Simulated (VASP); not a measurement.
Write the native input for VASP 6.6.1 that does the following.

| Property | Result |
| --- | --- |
| Task | single point |
| Functional | r2SCAN |
| Potentials or basis | VASP PAW PBE potentials, release 64 (Pb_d, Te) |
| Cutoff | 520 eV |
| k mesh | 8 × 8 × 8 |
| Occupations | fermi-dirac, width 0.02 eV |
| Spin | non-collinear spin, zero start, spin-orbit coupling |
| Starting moments | [[0.0, 0.0, 0.0], [0.0, 0.0, 0.0]] μB |
| Dipole correction | no |
| Further INCAR settings | ALGO = Normal; EDIFF = 1e-06; NBANDS = 32 |

The system is TePb.

```
Pb Te
1.0
     0.00000    3.33319    3.33319
     3.33319    0.00000    3.33319
     3.33319    3.33319    0.00000
Pb Te
1 1
Direct
  0.00000 0.00000 0.00000
  0.50000 0.50000 0.50000
```

This cell differs from its parent crystal: strain +2.0%.

One way to write it, as run:

POSCAR

```
TePb
1.0
    0.0000000000      3.3331935858      3.3331935858
    3.3331935858      0.0000000000      3.3331935858
    3.3331935858      3.3331935858      0.0000000000
Pb Te
1 1
Direct
    0.0000000000      0.0000000000      0.0000000000
    0.5000000000      0.5000000000      0.5000000000
```

INCAR.step1

```
SYSTEM = TePb
  PREC = Accurate
  ENCUT = 520
  ISMEAR = -1
  SIGMA = 0.02
  LREAL = .FALSE.
  LASPH = .TRUE.
  NELM = 150
  MAGMOM = 0 0 0 0 0 0
  LSORBIT = .TRUE.
  GGA_COMPAT = .FALSE.
  NBANDS = 32
  GGA = PE
  ALGO = Normal
  EDIFF = 1E-4
  LWAVE = .TRUE.
  LCHARG = .FALSE.
```

INCAR.step2

```
SYSTEM = TePb
  PREC = Accurate
  ENCUT = 520
  EDIFF = 1E-6
  ISMEAR = -1
  SIGMA = 0.02
  LREAL = .FALSE.
  LASPH = .TRUE.
  NELM = 150
  ALGO = Normal
  ISIF = 2
  LWAVE = .FALSE.
  LCHARG = .FALSE.
  MAGMOM = 0 0 0 0 0 0
  LORBIT = 11
  LSORBIT = .TRUE.
  GGA_COMPAT = .FALSE.
  LORBMOM = .TRUE.
  METAGGA = R2SCAN
  LMIXTAU = .TRUE.
  NBANDS = 32
  ISTART = 1
```

KPOINTS

```
Automatic mesh
0
G
  8 8 8
  0 0 0
```

Potentials or basis: VASP PAW PBE potentials, release 64 (Pb_d, Te).

Command:

```bash
$ cat potpaw_PBE.64/Pb_d/POTCAR potpaw_PBE.64/Te/POTCAR > POTCAR
$ cp INCAR.step1 INCAR
$ mpirun -np 1 vasp_ncl > vasp.out
$ cp INCAR.step2 INCAR
$ mpirun -np 1 vasp_ncl > vasp.out
```

Results of the run:

```json
{"Pressure": "-2.2 GPa", "Net moment": "0.00 μB per cell", "Valence electrons inside the program's atomic spheres": "Pb 11.81; Te 3.40"}
```

Caveat: the cell differs from its parent crystal (strain +2.0%); the PAW data sets were made with another functional, which shifts forces and pressure a little.

It took 5.9 min on 1 thread of Intel(R) Xeon(R) 6975P-C (Granite Rapids), on a shared host, peak memory 0.49 GiB.
